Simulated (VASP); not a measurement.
# Cs4ScPb3Br12 in VASP: single point with r2SCAN

Aim: the single point of Cs4ScPb3Br12 with r2SCAN.

All numbers are computed with VASP 6.6.1; they aren't measurements. Logs are shortened: lines on timing, memory, paths and dates and some standing lists are left out, and cuts for length are marked.

## 1. The cell of the first run

The cell holds a repeated cell, 40 atoms: a = 11.763 Å, b = 11.763 Å, c = 11.763 Å, α = 90.00°, β = 90.00°, γ = 90.00°.

## 2. Single point, r2SCAN

Contents of POSCAR:

```
Cs4ScPb3Br12
1.0
   11.7633300000      0.0000000000      0.0000000000
    0.0000000000     11.7633300000      0.0000000000
    0.0000000000      0.0000000000     11.7633300000
Cs Sc Pb Br
8 2 6 24
Direct
    0.9979160000      0.9819670000      0.0121840000
    0.9969600000      0.0659670000      0.5025820000
    0.9439880000      0.4960840000      0.9918370000
    0.0375520000      0.4978370000      0.4983460000
    0.5378270000      0.9998870000      0.9997200000
    0.4451900000      0.9947340000      0.4922960000
    0.4963270000      0.5676870000      0.0015700000
    0.4982270000      0.4812820000      0.5129680000
    0.2516520000      0.2422810000      0.2530600000
    0.7509110000      0.7432260000      0.7527290000
    0.2542490000      0.2460630000      0.7683110000
    0.2523040000      0.7445190000      0.2449120000
    0.2546640000      0.7506830000      0.7510410000
    0.7557100000      0.2505620000      0.2508500000
    0.7527080000      0.2447610000      0.7445810000
    0.7537270000      0.7457440000      0.2674040000
    0.2253000000      0.2116660000      0.0314680000
    0.2525270000      0.2588400000      0.4814280000
    0.2636680000      0.8013120000      0.9991240000
    0.2655510000      0.7336190000      0.4983540000
    0.7657640000      0.2340590000      0.9980080000
    0.7645750000      0.3015700000      0.4987330000
    0.7522210000      0.7598740000      0.9813430000
    0.7244020000      0.7139940000      0.5310800000
    0.0148570000      0.2777510000      0.2611740000
    0.0042660000      0.2832760000      0.7402390000
    0.0026830000      0.7111900000      0.2257390000
    0.9765930000      0.7049770000      0.7493420000
    0.4766600000      0.2039990000      0.2496300000
    0.5029420000      0.2133770000      0.7243280000
    0.5038620000      0.7834850000      0.2397640000
    0.5147270000      0.7797230000      0.7620270000
    0.2095700000      0.0178440000      0.2801500000
    0.2170200000      0.9997890000      0.7145840000
    0.2883560000      0.4655160000      0.2506650000
    0.2857970000      0.4960190000      0.7461330000
    0.7851380000      0.9955510000      0.2452990000
    0.7892260000      0.9667000000      0.7498850000
    0.7163590000      0.4993720000      0.2143550000
    0.7089830000      0.5191100000      0.7801790000
```

Contents of INCAR.step1:

```
ALGO = Normal ; EDIFF = 1E-4
ENCUT = 520 ; GGA = PE
ISMEAR = -1 ; ISYM = 0
LASPH = T ; LCHARG = F
LREAL = Auto ; LWAVE = T
NBANDS = 199 ; NCORE = 4
NELM = 100 ; PREC = Accurate
SIGMA = 0.05
```

Contents of INCAR.step2:

```
ALGO = Normal ; EDIFF = 1E-6
ENCUT = 520 ; ISIF = 2
ISMEAR = -1 ; ISTART = 1
ISYM = 0 ; LASPH = T
LCHARG = T ; LELF = T
LMIXTAU = T ; LREAL = Auto
LVHAR = T ; LWAVE = F
METAGGA = R2SCAN ; NBANDS = 199
NCORE = 4 ; NELM = 100
PREC = Accurate ; SIGMA = 0.05
```

Contents of KPOINTS:

```
Automatic mesh
0
Gamma
  1 1 1
  0.25 0.25 0.25
```

Potentials or basis: VASP PAW PBE potentials, release 64 (Cs_sv, Sc_sv, Pb_d, Br).

Command:

```bash
$ cat potpaw_PBE.64/Cs_sv/POTCAR potpaw_PBE.64/Sc_sv/POTCAR potpaw_PBE.64/Pb_d/POTCAR potpaw_PBE.64/Br/POTCAR > POTCAR
$ cp INCAR.step1 INCAR
$ mpirun -np 4 vasp_std > vasp.out
$ cp INCAR.step2 INCAR
$ mpirun -np 4 vasp_std > vasp.out
```

OUTCAR:

```text
EDIFF = 1E-6
   ENCUT = 520
   ISIF = 2
   ISMEAR = -1
   ISTART = 1
   ISYM = 0
   LASPH = T
   LREAL = Auto
   METAGGA = R2SCAN
   NELM = 100
   PREC = Accurate

 ion  position               nearest neighbor table
   1  0.998  0.982  0.012-
   2  0.997  0.066  0.503-
   3  0.944  0.496  0.992-
   4  0.038  0.498  0.498-
   5  0.538  1.000  1.000-
   6  0.445  0.995  0.492-
   7  0.496  0.568  0.002-
   8  0.498  0.481  0.513-
   9  0.252  0.242  0.253-  17 2.65  35 2.66  29 2.69  18 2.69  33 2.70  25 2.82
  10  0.751  0.743  0.753-  24 2.65  38 2.67  28 2.69  23 2.70  40 2.70  32 2.81
  11  0.254  0.246  0.768-  36 2.98  26 2.99  30 3.00  34 3.00  17 3.14  18 3.38
  12  0.252  0.745  0.245-  19 2.97  27 2.97  20 2.99  31 3.00  33 3.28  35 3.31
  13  0.255  0.751  0.751-  19 2.98  20 2.98  34 2.99  36 3.02  32 3.08  28 3.31
  14  0.756  0.251  0.251-  22 2.98  21 2.98  39 2.99  37 3.02  25 3.07  29 3.33
  15  0.753  0.245  0.745-  30 2.97  22 2.97  21 2.99  26 2.99  40 3.29  38 3.30
  16  0.754  0.746  0.267-  37 2.97  31 2.99  27 3.00  39 3.00  24 3.14  23 3.37
  17  0.225  0.212  0.031-   9 2.65  11 3.14
  18  0.253  0.259  0.481-   9 2.69  11 3.38
  19  0.264  0.801  0.999-  12 2.97  13 2.98
  20  0.266  0.734  0.498-  13 2.98  12 2.99
  21  0.766  0.234  0.998-  14 2.98  15 2.99
  22  0.765  0.302  0.499-  15 2.97  14 2.98
[... 16 lines left out ...]
  39  0.716  0.499  0.214-  14 2.99  16 3.00
  40  0.709  0.519  0.780-  10 2.70  15 3.29

IMPORTANT INFORMATION: All symmetrisations will be switched off!
NOSYMM: (Re-)initialisation of all symmetry stuff for point group C_1.

----------------------------------------------------------------------------------------

                                     Primitive cell

  volume of cell :    1627.7618

  direct lattice vectors                    reciprocal lattice vectors
    11.763330000  0.000000000  0.000000000     0.085009942  0.000000000  0.000000000
     0.000000000 11.763330000  0.000000000     0.000000000  0.085009942  0.000000000
     0.000000000  0.000000000 11.763330000     0.000000000  0.000000000  0.085009942

  length of vectors
    11.763330000 11.763330000 11.763330000     0.085009942  0.085009942  0.085009942

  position of ions in fractional coordinates (direct lattice)
     0.997916000  0.981967000  0.012184000
     0.996960000  0.065967000  0.502582000
     0.943988000  0.496084000  0.991837000
     0.037552000  0.497837000  0.498346000
     0.537827000  0.999887000  0.999720000
     0.445190000  0.994734000  0.492296000
[... 32 lines left out ...]
     0.716359000  0.499372000  0.214355000
     0.708983000  0.519110000  0.780179000

  ion indices of the primitive-cell ions
   primitive index   ion index
                 1           1
                 2           2
                 3           3
                 4           4
                 5           5
                 6           6
[... 32 lines left out ...]
                39          39
                40          40

----------------------------------------------------------------------------------------

 KPOINTS: Automatic mesh

Automatic generation of k-mesh.
 Grid dimensions read from file:
 generate k-points for:    1    1    1

 Generating k-lattice:

  Cartesian coordinates                     Fractional coordinates (reciprocal lattice)
     0.085009942  0.000000000  0.000000000     1.000000000  0.000000000  0.000000000
     0.000000000  0.085009942  0.000000000     0.000000000  1.000000000  0.000000000
     0.000000000  0.000000000  0.085009942     0.000000000  0.000000000  1.000000000

  Length of vectors
     0.085009942  0.085009942  0.085009942

  Shift w.r.t. Gamma in fractional coordinates (k-lattice)
     0.250000000  0.250000000  0.250000000

 Subroutine IBZKPT returns following result:
 ===========================================

 Found      4 irreducible k-points:

 Following reciprocal coordinates:
            Coordinates               Weight
  0.250000  0.250000  0.250000      2.000000
 -0.250000  0.250000  0.250000      2.000000
 -0.250000 -0.250000  0.250000      2.000000
  0.250000 -0.250000  0.250000      2.000000
   k-points           NKPTS =      4   k-points in BZ     NKDIM =      4   number of bands    NBANDS=    199
   number of dos      NEDOS =    301   number of ions     NIONS =     40
   total plane-waves  NPLWV = 729000
   dimension x,y,z NGX =    90 NGY =   90 NGZ =   90
   dimension x,y,z NGXF=   180 NGYF=  180 NGZF=  180
   ions per type =               8   2   6  24
   NGX,Y,Z   is equivalent  to a cutoff of  12.72, 12.72, 12.72 a.u.
   NGXF,Y,Z  is equivalent  to a cutoff of  25.44, 25.44, 25.44 a.u.
 SYSTEM =  unknown system
   PREC   = accura    normal or accurate (medium, high low for compatibility)
   ISTART =      1    job   : 0-new  1-cont  2-samecut
   ICHARG =      0    charge: 1-file 2-atom 10-const
   ISPIN  =      1    spin polarized calculation?
   LNONCOLLINEAR =      F non collinear calculations
   LSORBIT =      F    spin-orbit coupling
   LASPH  =      T    aspherical Exc in radial PAW
   ENCUT  =  520.0 eV  38.22 Ry    6.18 a.u.  21.87 21.87 21.87*2*pi/ulx,y,z
   NELM   =    100;   NELMIN=  2; NELMDL=  0     # of ELM steps
   EDIFF  = 0.1E-05   stopping-criterion for ELM
   LREAL  =      T    real-space projection
   EDIFFG = 0.1E-04   stopping-criterion for IOM
   NSW    =      0    number of steps for IOM
   IBRION =     -1    ionic relax: 0-MD 1-quasi-New 2-CG
   NFREE  =      0    steps in history (QN), initial steepest desc. (CG)
   ISIF   =      2    stress and relaxation
   ISYM   =      0    0-nonsym 1-usesym 2-fastsym
   POTIM  = 0.5000    time-step for ionic-motion
   TEBEG  =    0.0;   TEEND  =   0.0 temperature during run
   PSTRESS=    0.0 pullay stress
   NELECT =     346.0000    total number of electrons
   NUPDOWN=      -1.0000    fix difference up-down
   EMIN   =  10.00;   EMAX   =-10.00  energy-range for DOS
   EFERMI =   0.00;   METHOD = LEGACY
   ISMEAR =    -1;   SIGMA  =   0.05  broadening in eV -4-tet -1-fermi 0-gaus
   EFERMI_NEDOS =   21; number of points for ismear=-14 and -15
   IALGO  =     38    algorithm
   IMIX   =      4    mixing-type and parameters
     AMIX     =   0.40;   BMIX     =  1.00
     AMIX_MAG =   1.60;   BMIX_MAG =  1.00
  volume/ion in A,a.u.               =      40.69       274.62
  Fermi-wavevector in a.u.,A,eV,Ry     =   0.977020  1.846299 12.987675  0.954567
  Thomas-Fermi vector in A             =   2.107684
   LORBIT       =      0    0 simple, 1 ext, 2 COOP (PROOUT), +10 PAW based schemes
   METAGGA = R2SCAN    functional components
   LHFCALC =     F    Hartree Fock is set to
   AEXX    =    0.0000 exact exchange contribution
   IVDW    =     0    specifies the selected vdW correction
   LEPSILON=     F    determine dielectric tensor
   LRPA    =     F    only Hartree local field effects (RPA)
 non-spin polarized calculation
  energy-cutoff  :      520.00
  volume of cell :     1627.76
 maximum number of plane-waves:     43828
 NGX is ok and might be reduce to    90
   NGX = 43   NGY = 43   NGZ = 43

 number of electron     345.9999991 magnetization

 Free energy of the ion-electron system (eV)
  ---------------------------------------------------
  ext. energy  EPLUGINS =         0.00000000
  ---------------------------------------------------
  free energy    TOTEN  =      -941.41940311 eV

  energy without entropy =     -941.25083335  energy(sigma->0) =     -941.33511823

 E-fermi :   2.9233     XC(G=0):  -7.9330

 val. band max:        2.9159516658   @ k =   0.2500  -0.2500   0.2500
 cond. band min:       2.9523860002   @ k =  -0.2500   0.2500   0.2500
 fundamental gap:      0.0364343344
 Fermi energy:         2.9233484937

 k-point     1 :       0.2500    0.2500    0.2500
  band No.  band energies     occupation
      1     -51.0968      2.00000
      2     -51.0964      2.00000
      3     -28.7787      2.00000
      4     -28.7752      2.00000
      5     -28.7563      2.00000
      6     -28.7541      2.00000
[... 177 lines left out ...]
    184       3.4294      0.00008
    185       3.4884      0.00002

 k-point     2 :      -0.2500    0.2500    0.2500
  band No.  band energies     occupation
      1     -51.0968      2.00000
      2     -51.0964      2.00000
      3     -28.7787      2.00000
      4     -28.7752      2.00000
      5     -28.7563      2.00000
      6     -28.7541      2.00000
[... 177 lines left out ...]
    184       3.4371      0.00007
    185       3.4886      0.00002

 k-point     3 :      -0.2500   -0.2500    0.2500
  band No.  band energies     occupation
      1     -51.0968      2.00000
      2     -51.0964      2.00000
      3     -28.7787      2.00000
      4     -28.7752      2.00000
      5     -28.7563      2.00000
      6     -28.7541      2.00000
[... 177 lines left out ...]
    184       3.4246      0.00009
    185       3.5631      0.00001

 k-point     4 :       0.2500   -0.2500    0.2500
  band No.  band energies     occupation
      1     -51.0968      2.00000
      2     -51.0964      2.00000
      3     -28.7787      2.00000
      4     -28.7752      2.00000
      5     -28.7563      2.00000
      6     -28.7541      2.00000
[... 177 lines left out ...]
    184       3.4106      0.00012
    185       3.5187      0.00001
 [bands above 185 left out]

------------------------ aborting loop because EDIFF is reached ----------------------------------------

  FORCE on cell =-STRESS in cart. coord.  units (eV):
  Direction    XX          YY          ZZ          XY          YZ          ZX
  --------------------------------------------------------------------------------------
  -------------------------------------------------------------------------------------
  Total       -4.8694826     -2.4330388     -0.3727312     -0.3174885     -1.2232476     -0.9773752
  in kB       -4.7929462     -2.3947974     -0.3668728     -0.3124983     -1.2040211     -0.9620132
  external PRESSURE =      -2.5182055 kB  Pullay stress =       0.0000000 kB

 VOLUME and BASIS-vectors are now :
 -----------------------------------------------------------------------------
  energy-cutoff  :      520.00
  volume of cell :     1627.76
      direct lattice vectors                 reciprocal lattice vectors
    11.763330000  0.000000000  0.000000000     0.085009942  0.000000000  0.000000000
     0.000000000 11.763330000  0.000000000     0.000000000  0.085009942  0.000000000
     0.000000000  0.000000000 11.763330000     0.000000000  0.000000000  0.085009942

 POSITION                                       TOTAL-FORCE (eV/Angst)
 -----------------------------------------------------------------------------------
     11.73882     11.55120      0.14332         0.008798      0.009568     -0.041192
     11.72757      0.77599      5.91204        -0.056513     -0.088395     -0.001836
     11.10444      5.83560     11.66731         0.107611     -0.019265      0.009779
      0.44174      5.85622      5.86221        -0.036674      0.041263     -0.002553
      6.32664     11.76200     11.76004        -0.043585      0.029223     -0.010743
      5.23692     11.70138      5.79104         0.104339     -0.014818      0.011845
[... 32 lines left out ...]
      8.42677      5.87428      2.52153        -0.029423     -0.043025      0.036402
      8.34000      6.10646      9.17750        -0.036883     -0.160174      0.011791
 -----------------------------------------------------------------------------------
    total drift:                               -0.007468      0.026094     -0.012157

  FREE ENERGIE OF THE ION-ELECTRON SYSTEM (eV)
  ---------------------------------------------------
  free  energy   TOTEN  =      -941.4194031135 eV

  energy  without entropy=     -941.2508333454  energy(sigma->0) =     -941.33511823
```

Run time: 39 min. Hardware: 4 MPI ranks of Intel Xeon Platinum 8375C at 2.90GHz (Ice Lake), shared host; peak memory 0.65 GiB.

Results:

```yaml
Free_energy: -941.4194 eV
Pressure: -0.3 GPa
Largest_force: 0.209 eV/Å
Band_gap_on_the_k_mesh: zero (bands 173 and 174 overlap by 0.01 eV)
```

Forces on the atoms (eV/Å):
```
Cs   0.009  0.010 -0.041
Cs  -0.057 -0.088 -0.002
Cs   0.108 -0.019  0.010
Cs  -0.037  0.041 -0.003
Cs  -0.044  0.029 -0.011
Cs   0.104 -0.015  0.012
Cs  -0.055 -0.094  0.009
Cs   0.007  0.013 -0.044
Sc  -0.026 -0.039 -0.001
Sc  -0.013 -0.023  0.008
Pb   0.029 -0.003 -0.008
Pb  -0.025  0.021  0.031
Pb  -0.095  0.017 -0.034
Pb  -0.087  0.014 -0.034
Pb  -0.024  0.025  0.031
Pb   0.030 -0.002 -0.005
Br   0.043  0.034 -0.171
Br  -0.006 -0.005  0.176
Br  -0.002  0.006 -0.022
Br  -0.013 -0.046 -0.009
Br  -0.010 -0.041 -0.009
Br   0.002  0.010 -0.017
Br   0.001  0.000  0.174
Br   0.030  0.030 -0.170
Br  -0.018  0.083 -0.020
Br   0.039  0.040  0.010
Br  -0.020 -0.035  0.022
Br   0.128 -0.039  0.004
Br   0.143 -0.034  0.005
Br  -0.015 -0.039  0.021
Br   0.035  0.036  0.014
Br  -0.021  0.081 -0.025
Br  -0.047 -0.163  0.022
Br  -0.031 -0.041  0.043
Br   0.020  0.187 -0.091
Br  -0.011  0.046  0.078
Br  -0.009  0.045  0.082
Br   0.004  0.161 -0.083
Br  -0.029 -0.043  0.036
Br  -0.037 -0.160  0.012
```

Stress tensor (GPa, compression positive):
```
-0.48 -0.03 -0.10
-0.03 -0.24 -0.12
-0.10 -0.12 -0.04
```

Caveat: the PAW data sets were made with another functional, which shifts forces and pressure a little; spin-orbit coupling is left out, which moves the levels of the heavy elements.

The gap in the log of VASP goes by the Fermi energy; the results here count the filled bands.